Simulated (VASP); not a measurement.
Input of a VASP 6.6.1 run:

File INCAR:

```
PREC = Accurate ; ENCUT = 520
EDIFF = 1E-7 ; ISMEAR = -1
SIGMA = 0.05 ; LREAL = Auto
LASPH = T ; NELM = 80
ALGO = Normal ; ISIF = 2
LWAVE = F ; LCHARG = F
GGA = PE ; IVDW = 12
NBANDS = 66
```

File KPOINTS:

```
Automatic mesh
0
Gamma
  1 1 1
```

The input POSCAR:

```
H2CS2O
1.0
    8.7763830000      0.0000000000      0.0000000000
    0.0000000000      8.7763830000      0.0000000000
    0.0000000000      0.0000000000      8.7763830000
S C O H
8 4 4 8
Direct
    0.3319476828      0.8361417226      1.0916456130
    0.4471090197      0.5900266659      0.8638068781
    0.7853349153      0.1986809372      0.5228463708
    0.7849019351      0.0602640063      0.1938953667
    0.4093371951      0.3621081714      0.3090111268
    0.3517052526      0.2082292899     -0.0188460326
   -0.0145959902      0.6712788173      0.6870142290
    0.1555652254      0.3643300435      0.6304989197
    0.3827886727      0.7132095306      0.9756638925
    0.7939945192      0.1385764500      0.3567073133
    0.3695030174      0.2722761757      0.1482159564
    0.0667587091      0.5150185447      0.6674617550
    0.6347147794      0.6178513404      0.3297144165
    0.2221074445      0.0330318310      0.3955615884
    0.6750161200      0.9243671339      0.7926158191
    0.3832672298      0.0229821328      0.7094836221
    0.5751458203      0.6279010385      0.2345385337
    0.7102812172      0.5435496605      0.2966597971
    0.1849623017      0.0111549371      0.2930022539
    0.1261111781      0.0348662997      0.4516781002
    0.7267800414      0.9425750904      0.6981805603
    0.6267274343      0.8301027884      0.7697020515
    0.4975967890      0.0124424834      0.7065667029
    0.3542233743      0.0421927803      0.6039276089
```

Potentials or basis: VASP PAW PBE potentials, release 64 (S, C, O, H).

Run with:

```bash
$ cat potpaw_PBE.64/S/POTCAR potpaw_PBE.64/C/POTCAR potpaw_PBE.64/O/POTCAR potpaw_PBE.64/H/POTCAR > POTCAR
$ mpirun -np 1 vasp_gam > vasp.out
```

Problem. Estimate the band gap on the k mesh.

Solution. 2.97 eV.

Problem. What does it give for the largest force?

Solution. 3.588 eV/Å.

Problem. Estimate the pressure.

Solution. -0.9 GPa.

Stress tensor (GPa, compression positive):
```
-0.33  0.13 -0.47
 0.13 -0.44 -0.83
-0.47 -0.83 -1.93
```

Caveat: the k points lie up to 0.72 Å⁻¹ apart.
